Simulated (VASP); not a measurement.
Ba4Er: relaxation of cell and atoms with PBE

Ba4Er:

```
Ba Er
1.0
     5.44159    0.00000    0.00000
    -2.72080    4.71256    0.00000
     0.00000    0.00000    7.84458
Ba Er
4 1
Direct
  0.00000 0.00000 0.67574
  0.00000 0.00000 0.32426
  0.33333 0.66667 0.00000
  0.66667 0.33333 0.00000
  0.00000 0.00000 0.00000
```

The cell was generated, and may not be a known phase.

```json
{
  "Program": "VASP 6.6.1",
  "Task": "relaxation of cell and atoms",
  "Functional": "PBE",
  "Potentials or basis": "VASP PAW PBE potentials, release 64 (Ba_sv, Er_3), 4f in core",
  "Cutoff": "500 eV",
  "k mesh": "4 × 4 × 2",
  "Occupations": "gaussian, width 0.2 eV",
  "Spin": "no spin polarisation",
  "Dipole correction": "no",
  "Further INCAR settings": "ALGO = Normal; EDIFF = 1e-07; IBRION = 2; EDIFFG = -0.08; NSW = 36; ISIF = 3"
}
```

```
Relaxed volume                        : 83.17 Å³/atom
Relaxed cell                          : a = 6.519 Å, b = 6.519 Å, c = 11.300 Å, α = 90.00°, β = 90.00°, γ = 120.00°
Space group after relaxing (to 0.1 Å) : P6/mmm (No. 191)
Energy gained by relaxing             : 1221.3 meV/atom
Ionic steps                           : 9
Pressure after relaxing               : 0.0 GPa
Largest force after relaxing          : 0.065 eV/Å
Band gap on the k mesh                : zero (an odd number of electrons rules out a gap without spin polarisation)
```

Forces in eV/Å, atoms in the order of the input:
```
Ba   0.000  0.000  0.065
Ba   0.000  0.000 -0.065
Ba   0.000  0.000  0.000
Ba   0.000  0.000  0.000
Er   0.000  0.000  0.000
```

Stress tensor (GPa, compression positive):
```
-0.11  0.00  0.00
 0.00 -0.11  0.00
 0.00  0.00  0.12
```

The path:
| step | energy change (eV) | largest force (eV/Å) | pressure (GPa) | volume (Å³) |
| --- | --- | --- | --- | --- |
| 1 | 0.0000 | 0.5421 | 16.15 | 201.17 |
| 2 | -5.6494 | 0.8253 | 1.19 | 341.29 |
| 3 | -5.7631 | 0.8871 | 0.71 | 361.05 |
| 4 | -5.8289 | 0.9315 | 0.00 | 402.69 |
| 5 | -5.8311 | 0.9302 | 0.08 | 396.33 |
| 6 | -5.9158 | 0.7728 | 0.03 | 400.63 |
| 7 | -6.0632 | 0.2925 | -0.06 | 413.67 |
| 8 | -6.0765 | 0.0919 | -0.08 | 419.04 |
| 9 | -6.1064 | 0.0648 | -0.03 | 415.83 |

Final structure:
```xyz
5
Lattice="6.5187 0.0000 0.0000 -3.2594 5.6454 0.0000 0.0000 0.0000 11.2997" Properties=species:S:1:pos:R:3 pbc="T T T"
Ba    6.5187    0.0000    7.8737
Ba    3.2594    5.6454    3.4260
Ba    0.0000    3.7636    0.0000
Ba    3.2594    1.8818    0.0000
Er    6.5187    0.0000    0.0000
```

Levels at points of the mesh, in eV from the Fermi level:
| k point | band 23 | band 24 | band 25 | band 26 | band 27 | band 28 |
| --- | --- | --- | --- | --- | --- | --- |
| (0.00, 0.00, 0.00) | 0.03 | 0.27 | 0.27 | 0.37 | 0.37 | 0.83 |
| (0.50, 0.00, 0.00) | -0.28 | -0.15 | -0.09 | 0.13 | 0.27 | 0.50 |
| (0.00, 0.00, 0.50) | 0.15 | 0.15 | 0.47 | 0.47 | 0.69 | 0.75 |
| (0.50, 0.00, 0.50) | -0.49 | -0.33 | -0.14 | 0.29 | 0.63 | 0.73 |

Wall time 5.7 min on 1 thread of AMD EPYC 9R45 96-Core Processor (Zen 5), with other jobs on the host, peak memory 0.29 GiB.

Caveat: the k points lie up to 0.28 Å⁻¹ apart in the final cell, too coarse for converged energies and pressures of a metal; the volume moved by over 15 % at a fixed basis, so the end points are rough; spin-orbit coupling is left out, which moves the levels of the heavy elements; the 4f electrons are frozen in the core, so they carry no moment and show no levels; the relaxation stopped at a loose force limit of 0.08 eV/Å, so its end isn't a converged minimum. Spin polarisation is off, so any magnetic state and its effect on volume and gap are missing.
